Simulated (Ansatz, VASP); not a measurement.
# SiO2: VASP beside Ansatz

```
Si O
1.0
     5.10581    0.00000    0.00000
    -2.55291    4.42176    0.00000
     0.00000    0.00000    5.58530
Si O
3 6
Direct
  0.00000 0.50000 0.83333
  0.50000 0.50000 0.16667
  0.50000 0.00000 0.50000
  0.79193 0.58385 0.00000
  0.20807 0.41615 0.00000
  0.79193 0.20807 0.66667
  0.20807 0.79193 0.66667
  0.41615 0.20807 0.33333
  0.58385 0.79193 0.33333
```

Alike in both runs: task single point; functional PBE; k mesh 3 × 3 × 4; occupations gaussian, width 0.1 eV; no spin polarisation.

|  | VASP | Ansatz |
| --- | --- | --- |
| version | VASP 6.6.1 | Ansatz 0.2.0 |
| potentials or method | VASP PAW PBE potentials, release 64 (Si, O), cutoff 520 eV | scalar-relativistic, plane waves, PAW |
| valence electrons in the cell | 48 | 48 |

Ansatz gave:

* gap on the k mesh at the Fermi level (eV): 5.55
* least direct gap on the mesh (eV): 5.73
* pressure (GPa): 0.0
* rms of the force components (eV/Å): 0.002

Q: Estimate VASP's values.

A: gap on the k mesh at the Fermi level (eV): 5.55; least direct gap on the mesh (eV): 5.73; pressure (GPa): 0.1; rms of the force components (eV/Å): 0.004.

Atom by atom the forces differ by 0.006 eV/Å (rms over components).

The k mesh is coarse, so the values compare programs but aren't converged.
